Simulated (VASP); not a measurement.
# K2S (Fm-3m) in VASP: further runs

Runs on K2S. Level: r2SCAN. Tasks: single point.

Program: VASP 6.6.1. These are calculated values, not measurements. Logs are shortened: lines on timing, memory, paths and dates and some standing lists are left out, and cuts for length are marked.

### Step 1. The cell of the first run

The structure is cubic, space group Fm-3m (No. 225). The conventional cell has a = 7.254 Å, b = 7.254 Å, c = 7.254 Å, α = 90.00°, β = 90.00°, γ = 90.00°. K (site symmetry -43m) has 4 S at 3.14 Å and 6 K at 3.63 Å within 4.1 Å. Within 4.1 Å of S (site symmetry m-3m) lie 8 K at 3.14 Å.

### Step 2. Single point, r2SCAN (volume changed by -6%)

The input, POSCAR:

```
K2S
1.0
    0.0000000000      3.6271317873      3.6271317873
    3.6271317873      0.0000000000      3.6271317873
    3.6271317873      3.6271317873      0.0000000000
K S
2 1
Direct
    0.2500000000      0.2500000000      0.2500000000
    0.7500000000      0.7500000000      0.7500000000
    0.0000000000      0.0000000000      0.0000000000
```

The input, INCAR.step1:

```
PREC = Accurate
ENCUT = 550
ISMEAR = 0
SIGMA = 0.01
LREAL = False
LASPH = True
NELM = 120
NBANDS = 19
GGA = PE
ALGO = Normal
EDIFF = 1E-5
LWAVE = True
LCHARG = False
GGA_COMPAT = False
```

The input, INCAR.step2:

```
PREC = Accurate
ENCUT = 550
EDIFF = 1E-6
ISMEAR = 0
SIGMA = 0.01
LREAL = False
LASPH = True
NELM = 120
ALGO = Normal
ISIF = 2
LWAVE = False
LCHARG = False
METAGGA = R2SCAN
LMIXTAU = True
NBANDS = 19
ISTART = 1
GGA_COMPAT = False
```

The input, KPOINTS:

```
regular mesh
0
Gamma
  6 6 6
```

Potentials or basis: VASP PAW PBE potentials, release 64 (K_sv, S).

Run with:

```bash
> cat potpaw_PBE.64/K_sv/POTCAR potpaw_PBE.64/S/POTCAR > POTCAR
> cp INCAR.step1 INCAR
> mpirun -np 1 vasp_std > vasp.out
> cp INCAR.step2 INCAR
> mpirun -np 1 vasp_std > vasp.out
```

OUTCAR:

```text
PREC = Accurate
   ENCUT = 550
   EDIFF = 1E-6
   ISMEAR = 0
   LREAL = False
   LASPH = True
   NELM = 120
   ISIF = 2
   METAGGA = R2SCAN
   ISTART = 1

 ion  position               nearest neighbor table
   1  0.250  0.250  0.250-   3 3.14   3 3.14   3 3.14   3 3.14   2 3.63   2 3.63   2 3.63   2 3.63
                             2 3.63   2 3.63
   2  0.750  0.750  0.750-   3 3.14   3 3.14   3 3.14   3 3.14   1 3.63   1 3.63   1 3.63   1 3.63
                             1 3.63   1 3.63
   3  0.000  0.000  0.000-   1 3.14   2 3.14   2 3.14   2 3.14   2 3.14   1 3.14   1 3.14   1 3.14

  LATTYP: Found a face centered cubic cell.
 ALAT       =     7.2542635746

  Lattice vectors:

 A1 = (   0.0000000000,   3.6271317873,   3.6271317873)
 A2 = (   3.6271317873,   0.0000000000,   3.6271317873)
 A3 = (   3.6271317873,   3.6271317873,   0.0000000000)

Analysis of symmetry for initial positions (statically):
=====================================================================
 Subroutine PRICEL returns:
 Original cell was already a primitive cell.

 Routine SETGRP: Setting up the symmetry group for a
 face centered cubic supercell.

 Subroutine GETGRP returns: Found 48 space group operations
 (whereof 48 operations were pure point group operations)
 out of a pool of 48 trial point group operations.

The static configuration has the point symmetry O_h .

Analysis of symmetry for dynamics (positions and initial velocities):
=====================================================================
 Subroutine PRICEL returns:
 Original cell was already a primitive cell.

 Routine SETGRP: Setting up the symmetry group for a
 face centered cubic supercell.

 Subroutine GETGRP returns: Found 48 space group operations
 (whereof 48 operations were pure point group operations)
 out of a pool of 48 trial point group operations.

The dynamic configuration has the point symmetry O_h .

 Subroutine INISYM returns: Found 48 space group operations
 (whereof 48 operations are pure point group operations),
 and found     1 'primitive' translations

----------------------------------------------------------------------------------------

                                     Primitive cell

  volume of cell :      95.4377

  direct lattice vectors                    reciprocal lattice vectors
     0.000000000  3.627131787  3.627131787    -0.137849968  0.137849968  0.137849968
     3.627131787  0.000000000  3.627131787     0.137849968 -0.137849968  0.137849968
     3.627131787  3.627131787  0.000000000     0.137849968  0.137849968 -0.137849968

  length of vectors
     5.129538966  5.129538966  5.129538966     0.238763148  0.238763148  0.238763148

  position of ions in fractional coordinates (direct lattice)
     0.250000000  0.250000000  0.250000000
     0.750000000  0.750000000  0.750000000
     0.000000000  0.000000000  0.000000000

  ion indices of the primitive-cell ions
   primitive index   ion index
                 1           1
                 2           2
                 3           3

----------------------------------------------------------------------------------------

 KPOINTS: regular mesh

Automatic generation of k-mesh.
 Grid dimensions read from file:
 generate k-points for:    6    6    6

 Generating k-lattice:

  Cartesian coordinates                     Fractional coordinates (reciprocal lattice)
    -0.022974995  0.022974995  0.022974995     0.166666667  0.000000000  0.000000000
     0.022974995 -0.022974995  0.022974995     0.000000000  0.166666667  0.000000000
     0.022974995  0.022974995 -0.022974995     0.000000000  0.000000000  0.166666667

  Length of vectors
     0.039793858  0.039793858  0.039793858

  Shift w.r.t. Gamma in fractional coordinates (k-lattice)
     0.000000000  0.000000000  0.000000000

 Subroutine IBZKPT returns following result:
 ===========================================

 Found     16 irreducible k-points:

 Following reciprocal coordinates:
            Coordinates               Weight
  0.000000  0.000000  0.000000      1.000000
  0.166667  0.000000  0.000000      8.000000
  0.333333  0.000000  0.000000      8.000000
  0.500000  0.000000  0.000000      4.000000
  0.166667  0.166667  0.000000      6.000000
  0.333333  0.166667  0.000000     24.000000
[... 8 lines left out ...]
 -0.333333  0.333333  0.166667     24.000000
 -0.333333  0.500000  0.166667     12.000000
   k-points           NKPTS =     16   k-points in BZ     NKDIM =     16   number of bands    NBANDS=     19
   number of dos      NEDOS =    301   number of ions     NIONS =      3
   total plane-waves  NPLWV =  64000
   dimension x,y,z NGX =    40 NGY =   40 NGZ =   40
   dimension x,y,z NGXF=    80 NGYF=   80 NGZF=   80
   ions per type =               2   1
   NGX,Y,Z   is equivalent  to a cutoff of  12.96, 12.96, 12.96 a.u.
   NGXF,Y,Z  is equivalent  to a cutoff of  25.93, 25.93, 25.93 a.u.
 SYSTEM =  unknown system
   PREC   = accura    normal or accurate (medium, high low for compatibility)
   ISTART =      1    job   : 0-new  1-cont  2-samecut
   ICHARG =      0    charge: 1-file 2-atom 10-const
   ISPIN  =      1    spin polarized calculation?
   LNONCOLLINEAR =      F non collinear calculations
   LSORBIT =      F    spin-orbit coupling
   LASPH  =      T    aspherical Exc in radial PAW
   ENCUT  =  550.0 eV  40.42 Ry    6.36 a.u.   9.81  9.81  9.81*2*pi/ulx,y,z
   NELM   =    120;   NELMIN=  2; NELMDL=  0     # of ELM steps
   EDIFF  = 0.1E-05   stopping-criterion for ELM
   LREAL  =      F    real-space projection
   EDIFFG = 0.1E-04   stopping-criterion for IOM
   NSW    =      0    number of steps for IOM
   IBRION =     -1    ionic relax: 0-MD 1-quasi-New 2-CG
   NFREE  =      0    steps in history (QN), initial steepest desc. (CG)
   ISIF   =      2    stress and relaxation
   ISYM   =      2    0-nonsym 1-usesym 2-fastsym
   POTIM  = 0.5000    time-step for ionic-motion
   TEBEG  =    0.0;   TEEND  =   0.0 temperature during run
   PSTRESS=    0.0 pullay stress
   NELECT =      24.0000    total number of electrons
   NUPDOWN=      -1.0000    fix difference up-down
   EMIN   =  10.00;   EMAX   =-10.00  energy-range for DOS
   EFERMI =   0.00;   METHOD = LEGACY
   ISMEAR =     0;   SIGMA  =   0.01  broadening in eV -4-tet -1-fermi 0-gaus
   EFERMI_NEDOS =   21; number of points for ismear=-14 and -15
   IALGO  =     38    algorithm
   IMIX   =      4    mixing-type and parameters
     AMIX     =   0.40;   BMIX     =  1.00
     AMIX_MAG =   1.60;   BMIX_MAG =  1.00
  volume/ion in A,a.u.               =      31.81       214.68
  Fermi-wavevector in a.u.,A,eV,Ry     =   1.033329  1.952708 14.527874  1.067769
  Thomas-Fermi vector in A             =   2.167570
   LORBIT       =      0    0 simple, 1 ext, 2 COOP (PROOUT), +10 PAW based schemes
   METAGGA = R2SCAN    functional components
   LHFCALC =     F    Hartree Fock is set to
   AEXX    =    0.0000 exact exchange contribution
   IVDW    =     0    specifies the selected vdW correction
   LEPSILON=     F    determine dielectric tensor
   LRPA    =     F    only Hartree local field effects (RPA)
 non-spin polarized calculation
 Gauss-broadening in eV      SIGMA  =   0.01
  energy-cutoff  :      550.00
  volume of cell :       95.44
 maximum number of plane-waves:      2812
   NGX = 19   NGY = 19   NGZ = 19

 number of electron      24.0000002 magnetization

 Free energy of the ion-electron system (eV)
  ---------------------------------------------------
  ext. energy  EPLUGINS =         0.00000000
  ---------------------------------------------------
  free energy    TOTEN  =       -23.78530004 eV

  energy without entropy =      -23.78530004  energy(sigma->0) =      -23.78530004

 E-fermi :  -0.3345     XC(G=0):  -7.9608

 val. band max:       -0.3925227197   @ k =   0.5000   0.5000   0.0000
 cond. band min:       2.5219100145   @ k =   0.0000   0.0000   0.0000
 fundamental gap:      2.9144327342
 Fermi energy:        -0.3344854530

 k-point     1 :       0.0000    0.0000    0.0000
  band No.  band energies     occupation
      1     -30.7388      2.00000
      2     -30.6365      2.00000
      3     -13.5788      2.00000
      4     -13.5788      2.00000
      5     -13.5788      2.00000
      6     -13.3045      2.00000
[... 11 lines left out ...]
     18       7.8223      0.00000
     19       9.0097      0.00000

 k-point     2 :       0.1667    0.0000    0.0000
  band No.  band energies     occupation
      1     -30.7316      2.00000
      2     -30.6430      2.00000
      3     -13.5741      2.00000
      4     -13.5632      2.00000
      5     -13.5632      2.00000
      6     -13.3619      2.00000
[... 11 lines left out ...]
     18       7.9758      0.00000
     19       8.5210      0.00000

 k-point     3 :       0.3333    0.0000    0.0000
  band No.  band energies     occupation
      1     -30.7122      2.00000
      2     -30.6611      2.00000
      3     -13.5795      2.00000
      4     -13.5185      2.00000
      5     -13.5185      2.00000
      6     -13.4524      2.00000
[... 11 lines left out ...]
     18       8.0290      0.00000
     19       8.0290      0.00000

 k-point     4 :       0.5000    0.0000    0.0000
  band No.  band energies     occupation
      1     -30.6864      2.00000
      2     -30.6862      2.00000
      3     -13.5994      2.00000
      4     -13.4768      2.00000
      5     -13.4594      2.00000
      6     -13.4594      2.00000
[... 231 lines left out ...]
     18       7.9938      0.00000
     19       8.3906      0.00000

 k-point    15 :      -0.3333    0.3333    0.1667
  band No.  band energies     occupation
      1     -30.6858      2.00000
      2     -30.6858      2.00000
      3     -13.7818      2.00000
      4     -13.6570      2.00000
      5     -13.4665      2.00000
      6     -13.4631      2.00000
[... 11 lines left out ...]
     18       7.6623      0.00000
     19       8.5810      0.00000

 k-point    16 :      -0.3333    0.5000    0.1667
  band No.  band energies     occupation
      1     -30.6941      2.00000
      2     -30.6772      2.00000
      3     -13.8300      2.00000
      4     -13.6790      2.00000
      5     -13.5602      2.00000
      6     -13.3624      2.00000
[... 11 lines left out ...]
     18       7.9030      0.00000
     19       8.5321      0.00000

------------------------ aborting loop because EDIFF is reached ----------------------------------------

  FORCE on cell =-STRESS in cart. coord.  units (eV):
  Direction    XX          YY          ZZ          XY          YZ          ZX
  --------------------------------------------------------------------------------------
  -------------------------------------------------------------------------------------
  Total        0.8814281      0.8814281      0.8814281      0.0000000      0.0000000     -0.0000000
  in kB       14.7971302     14.7971302     14.7971302      0.0000000      0.0000000     -0.0000000
  external PRESSURE =      14.7971302 kB  Pullay stress =       0.0000000 kB

 VOLUME and BASIS-vectors are now :
 -----------------------------------------------------------------------------
  energy-cutoff  :      550.00
  volume of cell :       95.44
      direct lattice vectors                 reciprocal lattice vectors
     0.000000000  3.627131787  3.627131787    -0.137849968  0.137849968  0.137849968
     3.627131787  0.000000000  3.627131787     0.137849968 -0.137849968  0.137849968
     3.627131787  3.627131787  0.000000000     0.137849968  0.137849968 -0.137849968

 POSITION                                       TOTAL-FORCE (eV/Angst)
 -----------------------------------------------------------------------------------
      1.81357      1.81357      1.81357         0.000000      0.000000     -0.000000
      5.44070      5.44070      5.44070        -0.000000     -0.000000      0.000000
      0.00000      0.00000      0.00000        -0.000000     -0.000000     -0.000000
 -----------------------------------------------------------------------------------
    total drift:                               -0.000000     -0.000000      0.000000

  FREE ENERGIE OF THE ION-ELECTRON SYSTEM (eV)
  ---------------------------------------------------
  free  energy   TOTEN  =       -23.7853000441 eV

  energy  without entropy=      -23.7853000441  energy(sigma->0) =      -23.78530004
```

It took 1.9 min on 1 thread of AMD EPYC 9R45 (Zen 5), shared host; peak memory 0.22 GiB.

Results:

```
Free energy            : -23.7853 eV
Pressure               : 1.5 GPa
Band gap on the k mesh : 2.91 eV, indirect (least direct gap 3.17 eV)
```

Levels at points of the mesh, in eV from the valence-band top:
```
           k point  band 10  band 11  band 12  band 13  band 14  band 15
(0.00, 0.00, 0.00)    -0.26    -0.26    -0.26     2.91     5.95     5.95
(0.50, 0.00, 0.00)    -0.64    -0.09    -0.09     5.06     5.91     6.34
(0.50, 0.50, 0.00)    -0.78     0.00     0.00     3.72     6.01     7.27
```

Caveat: the PAW data sets were made with another functional, which shifts forces and pressure a little.

### Step 3. Single point, r2SCAN (volume changed by -3%)

The input, POSCAR:

```
K2S
1.0
    0.0000000000      3.6653149278      3.6653149278
    3.6653149278      0.0000000000      3.6653149278
    3.6653149278      3.6653149278      0.0000000000
K S
2 1
Direct
    0.2500000000      0.2500000000      0.2500000000
    0.7500000000      0.7500000000      0.7500000000
    0.0000000000      0.0000000000      0.0000000000
```

The input, INCAR.step1:

```
SYSTEM = K2S
ALGO     = Normal         ! electronic algorithm
EDIFF    = 1E-5           ! SCF threshold, eV
ENCUT    = 550            ! plane-wave cutoff, eV
GGA      = PE             ! functional
GGA_COMPAT= .FALSE.      
ISMEAR   = 0              ! smearing method
LASPH    = .TRUE.         ! aspherical terms in the spheres
LCHARG   = .FALSE.        ! write CHGCAR
LREAL    = .FALSE.        ! projectors in reciprocal space
LWAVE    = .TRUE.         ! write WAVECAR
NBANDS   = 19             ! bands
NELM     = 120            ! most SCF steps
PREC     = Accurate       ! precision mode
SIGMA    = 0.01           ! smearing width, eV
```

The input, INCAR.step2:

```
SYSTEM = K2S
ALGO     = Normal         ! electronic algorithm
EDIFF    = 1E-6           ! SCF threshold, eV
ENCUT    = 550            ! plane-wave cutoff, eV
GGA_COMPAT= .FALSE.      
ISIF     = 2              ! what is computed and relaxed
ISMEAR   = 0              ! smearing method
ISTART   = 1            
LASPH    = .TRUE.         ! aspherical terms in the spheres
LCHARG   = .FALSE.        ! write CHGCAR
LMIXTAU  = .TRUE.       
LREAL    = .FALSE.        ! projectors in reciprocal space
LWAVE    = .FALSE.        ! write WAVECAR
METAGGA  = R2SCAN         ! meta-GGA
NBANDS   = 19             ! bands
NELM     = 120            ! most SCF steps
PREC     = Accurate       ! precision mode
SIGMA    = 0.01           ! smearing width, eV
```

The input, KPOINTS:

```
k-points
0
G
  6 6 6
  0 0 0
```

Potentials or basis: VASP PAW PBE potentials, release 64 (K_sv, S).

Run with:

```bash
> cat potpaw_PBE.64/K_sv/POTCAR potpaw_PBE.64/S/POTCAR > POTCAR
> cp INCAR.step1 INCAR
> mpirun -np 1 vasp_std > vasp.out
> cp INCAR.step2 INCAR
> mpirun -np 1 vasp_std > vasp.out
```

Wall time 1.9 min (1 thread of AMD EPYC 9R45 (Zen 5), shared host); peak memory 0.23 GiB.

It converged, with:

* Free energy: -23.8064 eV
* Pressure: 0.7 GPa
* Band gap on the k mesh: 2.83 eV, indirect (least direct gap 3.06 eV)

Levels at points of the mesh, in eV from the valence-band top:
```tsv
k point	band 10	band 11	band 12	band 13	band 14	band 15
(0.00, 0.00, 0.00)	-0.22	-0.22	-0.22	2.83	5.95	5.95
(0.50, 0.00, 0.00)	-0.62	-0.08	-0.08	5.01	5.76	6.30
(0.50, 0.50, 0.00)	-0.74	0.00	0.00	3.72	5.96	7.24
```

Caveat: the PAW data sets were made with another functional, which shifts forces and pressure a little. A k mesh can miss the band edges.
